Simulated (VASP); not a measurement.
Here is a VASP 6.6.1 calculation.

Contents of POSCAR:

```
CdS
1.0
    0.0000000000      3.3593496092      2.1835772460
    3.3593496092      0.0000000000      2.1835772460
    3.3593496092      3.3593496092      0.0000000000
Cd S
1 1
Direct
    0.0000000000      0.0000000000      0.0000000000
    0.7500000000      0.7500000000      0.7500000000
```

Contents of INCAR.step1:

```
SYSTEM = CdS
PREC = Accurate
ENCUT = 520
ISMEAR = 0
SIGMA = 0.05
LREAL = .FALSE.
LASPH = .TRUE.
NELM = 100
NBANDS = 16
GGA = PE
ALGO = Normal
EDIFF = 1E-4
LWAVE = .TRUE.
LCHARG = .FALSE.
```

Contents of INCAR.step2:

```
SYSTEM = CdS
PREC = Accurate
ENCUT = 520
EDIFF = 1E-6
ISMEAR = 0
SIGMA = 0.05
LREAL = .FALSE.
LASPH = .TRUE.
NELM = 100
ALGO = Normal
ISIF = 2
LWAVE = .FALSE.
LCHARG = .TRUE.
METAGGA = R2SCAN
LMIXTAU = .TRUE.
LELF = .TRUE.
LVHAR = .TRUE.
NBANDS = 16
ISTART = 1
```

The input KPOINTS:

```
Automatic mesh
0
G
  10 10 10
  0 0 0
```

Potentials or basis: VASP PAW PBE potentials, release 64 (Cd, S).

The run is started by

```bash
$ cat potpaw_PBE.64/Cd/POTCAR potpaw_PBE.64/S/POTCAR > POTCAR
$ cp INCAR.step1 INCAR
$ mpirun -np 1 vasp_std > vasp.out
$ cp INCAR.step2 INCAR
$ mpirun -np 1 vasp_std > vasp.out
```

Task: Estimate the pressure.

Result: -2.9 GPa.

Task: Estimate the band gap on the k mesh.

Result: 0.90 eV.

Stress tensor (GPa, compression positive):
```
-4.59  0.00  0.00
 0.00 -4.59  0.00
 0.00  0.00  0.61
```

Caveat: the stress differs along the axes, from -5 to 1 GPa; the PAW data sets were made with another functional, which shifts forces and pressure a little.
